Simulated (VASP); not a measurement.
A run of VASP 6.6.1:

File INCAR:

```
  ALGO = Fast
  EDIFF = 1E-6
  ENCUT = 520
  GGA = CA
  ISIF = 2
  ISMEAR = 0
  LASPH = True
  LCHARG = False
  LREAL = False
  LWAVE = False
  NBANDS = 13
  NELM = 100
  PREC = Accurate
  SIGMA = 0.15
```

KPOINTS

```
k-points
0
Gamma
  12 12 12
```

Contents of POSCAR:

```
SrMg
1.0
    3.8415000000      0.0000000000      0.0000000000
    0.0000000000      3.8415000000      0.0000000000
    0.0000000000      0.0000000000      3.9000000000
Sr Mg
1 1
Direct
    0.5000000000      0.5000000000      0.5000000000
    0.0000000000      0.0000000000      0.0000000000
```

Potentials or basis: VASP PAW LDA potentials, release 64 (Sr_sv, Mg).

The run is started by

```sh
$ cat potpaw_LDA.64/Sr_sv/POTCAR potpaw_LDA.64/Mg/POTCAR > POTCAR
$ mpirun -np 1 vasp_std > vasp.out
```

Hardware: 1 thread of AMD EPYC 9R45 96-Core Processor (Zen 5), on a shared host.

Problem. Estimate the wall time of this run.

Solution. It took 60 s on 1 thread of AMD EPYC 9R45 96-Core Processor (Zen 5) (shared host), peak memory 0.25 GiB. Counts: scf iterations 15, k points 196.
